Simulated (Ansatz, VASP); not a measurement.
## SiC: VASP beside Ansatz

```xyz
4
Lattice="3.0964 0.0000 0.0000 -1.5482 2.6815 0.0000 0.0000 0.0000 5.0814" Properties=species:S:1:pos:R:3 pbc="T T T"
Si    1.5482    0.8938    2.5407
Si    0.0000    1.7877    0.0000
C     1.5482    0.8938    4.4971
C     0.0000    1.7877    1.9564
```

Alike in both runs: task single point; functional SVWN5; k mesh 10 × 10 × 5; occupations fermi-dirac, width 0.05 eV; no spin polarisation.

|  | VASP | Ansatz |
| --- | --- | --- |
| version | VASP 6.6.1 | Ansatz 0.2.0 |
| potentials or method | VASP PAW PBE potentials, release 64 (Si, C_h) | Ansatz PAW |
| plane-wave cutoff (eV) | 910 | 420 |
| valence electrons in the cell | 16 | 16 |

|  | VASP | Ansatz | Ansatz less VASP |
| --- | --- | --- | --- |
| gap on the k mesh at the Fermi level (eV) | 2.40 | 2.40 | +0.006 |
| least direct gap on the mesh (eV) | 3.95 | 3.94 | -0.007 |
| rms of the force components (eV/Å) | 0.411 | 0.405 | -0.0062 |

VASP's potentials were made for PBE, not for SVWN5. Atom by atom the forces differ by 0.006 eV/Å (rms over components).

Noted on VASP's run: the cutoff is under 1.25 times that of the potentials, so the pressure is a little rough. Noted on Ansatz's run: odd divisions of the mesh miss points on the zone boundary, where band edges often lie, so the gap on the mesh can be too wide.
